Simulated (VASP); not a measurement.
ScCo, 2 atoms in the cell. It takes space group Pm-3m (No. 221, cubic). The conventional cell has a = 2.792 Å, b = 2.792 Å, c = 2.792 Å, α = 90.00°, β = 90.00°, γ = 90.00°. Within 3.2 Å of Sc (site symmetry m-3m) lie 8 Co at 2.42 Å and 6 Sc at 2.79 Å. Co (site symmetry m-3m) has 8 Sc at 2.42 Å and 6 Co at 2.79 Å within 3.2 Å.  This cell differs from its parent crystal: volume scaled by 0.7.

```yaml
Program: VASP 6.6.1
Task: single point
Functional: r2SCAN
Potentials_or_basis: VASP PAW PBE potentials, release 64 (Sc_sv, Co)
Cutoff: 520 eV
k_mesh: 9 × 9 × 9
Occupations: fermi-dirac, width 0.05 eV
Spin: collinear spin, ferromagnetic start
Starting_moments: "[0.0, 2.0] μB"
Dipole_correction: no
Further_INCAR_settings: ALGO = Normal; EDIFF = 1e-06; NBANDS = 21
```

Potentials or basis: VASP PAW PBE potentials, release 64 (Sc_sv, Co).

The run is started by

```console
$ cat potpaw_PBE.64/Sc_sv/POTCAR potpaw_PBE.64/Co/POTCAR > POTCAR
$ cp INCAR.step1 INCAR
$ mpirun -np 1 vasp_std > vasp.out
$ cp INCAR.step2 INCAR
$ mpirun -np 1 vasp_std > vasp.out
```

Hardware: 1 thread of Intel(R) Xeon(R) 6975P-C (Granite Rapids) (shared host).

Question: Estimate the wall time of this run.

Answer: Run time: 38 s on 1 thread of Intel(R) Xeon(R) 6975P-C (Granite Rapids) (shared host), peak memory 0.17 GiB. Counts: k points 35.
